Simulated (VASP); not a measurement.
# KI (P6_3/mmc) in VASP: dielectric tensor with PBE

Aim: the dielectric tensor of KI with PBE.

Everything below comes from runs of VASP 6.6.1. Logs are shortened: lines on timing, memory, paths and dates and some standing lists are left out, and cuts for length are marked.

## Step 1: The cell of the first run

Symmetry: P6_3/mmc, No. 194, hexagonal system. The conventional cell has a = 6.039 Å, b = 6.039 Å, c = 7.039 Å, α = 90.00°, β = 90.00°, γ = 120.00°. Within 4.6 Å of K (site symmetry -6m2) lie 5 I at 3.49 to 3.52 Å. I (site symmetry -6m2) has 5 K at 3.49 to 3.52 Å within 4.6 Å.

## Step 2: Dielectric tensor, PBE

INCAR reads:

```
ALGO = Normal
EDIFF = 1E-8
ENCUT = 400
GGA = PE
GGA_COMPAT = F
ISIF = 2
ISMEAR = 0
LASPH = T
LCHARG = F
LEPSILON = T
LREAL = F
LWAVE = F
NELM = 120
PREC = Accurate
SIGMA = 0.01
```

KPOINTS reads:

```
k-points
0
Gamma
  6 6 4
```

POSCAR reads:

```
KI
1.0
    6.0394507398      0.0000000000      0.0000000000
   -3.0197253699      5.2303177656      0.0000000000
    0.0000000000      0.0000000000      7.0391244287
K I
2 2
Direct
    0.3333333333      0.6666666667     -0.0625000000
    0.6666666667      0.3333333333      0.4375000000
    0.3333333333      0.6666666667      0.4375000000
    0.6666666667      0.3333333333      0.9375000000
```

Potentials or basis: VASP PAW PBE potentials, release 64 (K_sv, I).

Run with:

```console
$ cat potpaw_PBE.64/K_sv/POTCAR potpaw_PBE.64/I/POTCAR > POTCAR
$ mpirun -np 1 vasp_std > vasp.out
```

OUTCAR:

```text
EDIFF = 1E-8
   ENCUT = 400
   GGA = PE
   ISIF = 2
   ISMEAR = 0
   LASPH = T
   LEPSILON = T
   LREAL = F
   NELM = 120
   PREC = Accurate

 ion  position               nearest neighbor table
   1  0.333  0.667  0.938-   4 3.49   4 3.49   4 3.49   3 3.52   3 3.52
   2  0.667  0.333  0.438-   3 3.49   3 3.49   3 3.49   4 3.52   4 3.52
   3  0.333  0.667  0.438-   2 3.49   2 3.49   2 3.49   1 3.52   1 3.52
   4  0.667  0.333  0.938-   1 3.49   1 3.49   1 3.49   2 3.52   2 3.52

  LATTYP: Found a hexagonal cell.
 ALAT       =     6.0394507398
 C/A-ratio  =     1.1655239412

  Lattice vectors:

 A1 = (   6.0394507398,   0.0000000000,   0.0000000000)
 A2 = (  -3.0197253699,   5.2303177656,   0.0000000000)
 A3 = (   0.0000000000,   0.0000000000,   7.0391244287)

Analysis of symmetry for initial positions (statically):
=====================================================================
 Subroutine PRICEL returns:
 Original cell was already a primitive cell.

 Routine SETGRP: Setting up the symmetry group for a
 hexagonal supercell.

 Subroutine GETGRP returns: Found 24 space group operations
 (whereof  6 operations were pure point group operations)
 out of a pool of 24 trial point group operations.

The static configuration has the point symmetry C_3v.
 The point group associated with its full space group is D_6h.

Analysis of symmetry for dynamics (positions and initial velocities):
=====================================================================
 Subroutine PRICEL returns:
 Original cell was already a primitive cell.

 Routine SETGRP: Setting up the symmetry group for a
 hexagonal supercell.

 Subroutine GETGRP returns: Found 24 space group operations
 (whereof  6 operations were pure point group operations)
 out of a pool of 24 trial point group operations.

The dynamic configuration has the point symmetry C_3v.
 The point group associated with its full space group is D_6h.

 Subroutine INISYM returns: Found 24 space group operations
 (whereof  6 operations are pure point group operations),
 and found     1 'primitive' translations

----------------------------------------------------------------------------------------

                                     Primitive cell

  volume of cell :     222.3536

  direct lattice vectors                    reciprocal lattice vectors
     6.039450740  0.000000000  0.000000000     0.165577971  0.095596486  0.000000000
    -3.019725370  5.230317766  0.000000000     0.000000000  0.191192972  0.000000000
     0.000000000  0.000000000  7.039124429     0.000000000  0.000000000  0.142063123

  length of vectors
     6.039450740  6.039450740  7.039124429     0.191192972  0.191192972  0.142063123

  position of ions in fractional coordinates (direct lattice)
     0.333333333  0.666666667  0.937500000
     0.666666667  0.333333333  0.437500000
     0.333333333  0.666666667  0.437500000
     0.666666667  0.333333333  0.937500000

  ion indices of the primitive-cell ions
   primitive index   ion index
                 1           1
                 2           2
                 3           3
                 4           4

----------------------------------------------------------------------------------------

 KPOINTS: k-points

Automatic generation of k-mesh.
 Grid dimensions read from file:
 generate k-points for:    6    6    4

 Generating k-lattice:

  Cartesian coordinates                     Fractional coordinates (reciprocal lattice)
     0.027596329  0.015932748  0.000000000     0.166666667  0.000000000  0.000000000
     0.000000000  0.031865495  0.000000000     0.000000000  0.166666667  0.000000000
[... 80 lines left out ...]
   LHFCALC =     F    Hartree Fock is set to
   AEXX    =    0.0000 exact exchange contribution
   IVDW    =     0    specifies the selected vdW correction
   LEPSILON=     T    determine dielectric tensor
   LRPA    =     F    only Hartree local field effects (RPA)
 non-spin polarized calculation
 Gauss-broadening in eV      SIGMA  =   0.01
  energy-cutoff  :      400.00
  volume of cell :      222.35
 maximum number of plane-waves:      4068
 NGX is ok and might be reduce to    40
   NGX = 19   NGY = 19   NGZ = 23

--------------------------------------- Ionic step        1  -------------------------------------------

 number of electron      32.0000004 magnetization

 E-fermi :  -1.4276     XC(G=0):  -6.1354

 val. band max:       -1.4722456541   @ k =   0.0000   0.0000   0.0000
 cond. band min:       2.3132248223   @ k =   0.0000   0.0000   0.0000
 fundamental gap:      3.7854704763
 Fermi energy:        -1.4275587333

 k-point     1 :       0.0000    0.0000    0.0000
  band No.  band energies     occupation
      1     -30.1054      2.00000
      2     -30.1032      2.00000
      3     -13.6198      2.00000
      4     -13.6161      2.00000
      5     -13.6161      2.00000
      6     -13.6012      2.00000
[... 472 lines left out ...]
     19       5.0151      0.00000
     20       5.0151      0.00000

  FORCE on cell =-STRESS in cart. coord.  units (eV):
  Direction    XX          YY          ZZ          XY          YZ          ZX
  --------------------------------------------------------------------------------------
  -------------------------------------------------------------------------------------
  Total        0.3282968      0.3282968      0.4673264      0.0000000      0.0000000     -0.0000000
  in kB        2.3655554      2.3655554      3.3673381      0.0000000      0.0000000     -0.0000000
  external PRESSURE =       2.6994830 kB  Pullay stress =       0.0000000 kB

 VOLUME and BASIS-vectors are now :
 -----------------------------------------------------------------------------
  energy-cutoff  :      400.00
  volume of cell :      222.35
      direct lattice vectors                 reciprocal lattice vectors
     6.039450740  0.000000000  0.000000000     0.165577971  0.095596486  0.000000000
    -3.019725370  5.230317766  0.000000000     0.000000000  0.191192972  0.000000000
     0.000000000  0.000000000  7.039124429     0.000000000  0.000000000  0.142063123

 POSITION                                       TOTAL-FORCE (eV/Angst)
 -----------------------------------------------------------------------------------
     -0.00000      3.48688      6.59918         0.000000     -0.000000      0.000000
      3.01973      1.74344      3.07962         0.000000      0.000000      0.000000
     -0.00000      3.48688      3.07962        -0.000000     -0.000000      0.000000
      3.01973      1.74344      6.59918        -0.000000     -0.000000     -0.000000
 -----------------------------------------------------------------------------------
    total drift:                               -0.000000      0.000000      0.000000

  FREE ENERGIE OF THE ION-ELECTRON SYSTEM (eV)
  ---------------------------------------------------
  free  energy   TOTEN  =       -10.9653789404 eV

  energy  without entropy=      -10.9653789404  energy(sigma->0) =      -10.96537894

 HEAD OF MICROSCOPIC STATIC DIELECTRIC TENSOR (INDEPENDENT PARTICLE, excluding Hartree and local field effects)
 ------------------------------------------------------
           2.702785     0.000000     0.000000
           0.000000     2.702785    -0.000000
           0.000000    -0.000000     2.782421
 ------------------------------------------------------

 Free energy of the ion-electron system (eV)
  ---------------------------------------------------
  ---------------------------------------------------
  free energy    TOTEN  =        -0.94845494 eV

  energy without entropy =       -0.94845494

------------------------ aborting loop because EDIFF is reached ----------------------------------------

--------------------------------------- Ionic step        2  -------------------------------------------

------------------------ aborting loop because EDIFF is reached ----------------------------------------

--------------------------------------- Ionic step        3  -------------------------------------------

 Free energy of the ion-electron system (eV)
  ---------------------------------------------------
  ---------------------------------------------------
  free energy    TOTEN  =        -1.07730862 eV

  energy without entropy =       -1.07730862

------------------------ aborting loop because EDIFF is reached ----------------------------------------

 PIEZOELECTRIC TENSOR FIELD DIRECTION 3  (e Angst)
 -----------------------------------------------------------------------------
     0.00080 -0.00000  0.00000           ( -0.00001 -0.00000  0.00000)
    -0.00000  0.00080  0.00000           ( -0.00000 -0.00001 -0.00000)
     0.00000  0.00000 -0.00508           (  0.00000 -0.00000  0.00001)

 PIEZOELECTRIC TENSOR FIELD DIRECTION 3  (C/m^2)
 -----------------------------------------------------------------------------
     0.00006 -0.00000  0.00000
    -0.00000  0.00006  0.00000
     0.00000  0.00000 -0.00037

 MACROSCOPIC STATIC DIELECTRIC TENSOR (including local field effects in DFT)
 ------------------------------------------------------
           2.331573     0.000000     0.000000
           0.000000     2.331573     0.000000
           0.000000     0.000000     2.514933
 ------------------------------------------------------

 PIEZOELECTRIC TENSOR (including local field effects)  for field in x, y, z        (e  Angst)
          XX          YY          ZZ          XY          YZ          ZX
  --------------------------------------------------------------------------------
  x    -0.00000     0.00000     0.00000     0.00000     0.00000     0.00000
  y     0.00000    -0.00000     0.00000    -0.00000     0.00000     0.00000
  z     0.00000     0.00000     0.00000     0.00000     0.00000     0.00000

 PIEZOELECTRIC TENSOR (including local field effects)  for field in x, y, z        (C/m^2)
          XX          YY          ZZ          XY          YZ          ZX
  --------------------------------------------------------------------------------
  x    -0.00000     0.00000     0.00000     0.00000     0.00000     0.00000
  y     0.00000    -0.00000     0.00000    -0.00000     0.00000     0.00000
  z     0.00000     0.00000     0.00000     0.00000     0.00000     0.00000

 BORN EFFECTIVE CHARGES (including local field effects) (in |e|, cummulative output)
 ---------------------------------------------------------------------------------
 ion    1
    1     1.01376     0.00000     0.00000
    2     0.00000     1.01376     0.00000
    3    -0.00000    -0.00000     1.18543
 ion    2
    1     1.01376     0.00000     0.00000
    2     0.00000     1.01376     0.00000
    3     0.00000    -0.00000     1.18543
 ion    3
    1    -1.01376     0.00000     0.00000
    2     0.00000    -1.01376     0.00000
    3     0.00000     0.00000    -1.18543
 ion    4
    1    -1.01376     0.00000     0.00000
    2     0.00000    -1.01376     0.00000
    3    -0.00000    -0.00000    -1.18543
```

Run time: 32 min. Hardware: 1 thread of AMD EPYC 7R13, shared host; peak memory 0.49 GiB.

What came out:

| Quantity | Value |
| --- | --- |
| Band gap on the k mesh | 3.79 eV |
| Electronic dielectric tensor (diagonal) | 2.33, 2.33, 2.51 |
| Born charges (mean of the diagonal) | K +1.07; I -1.07 e |

Electronic dielectric tensor:
```
2.33 0.00 0.00
0.00 2.33 0.00
0.00 0.00 2.51
```

Born effective charge tensors (e):
atom 1, K
```
1.01 0.00 0.00
0.00 1.01 0.00
0.00 0.00 1.19
```
atom 2, K
```
1.01 0.00 0.00
0.00 1.01 0.00
0.00 0.00 1.19
```
atom 3, I
```
-1.01  0.00  0.00
 0.00 -1.01  0.00
 0.00  0.00 -1.19
```
atom 4, I
```
-1.01  0.00  0.00
 0.00 -1.01  0.00
 0.00  0.00 -1.19
```

Caveat: spin-orbit coupling is left out, which moves the levels of the heavy elements.
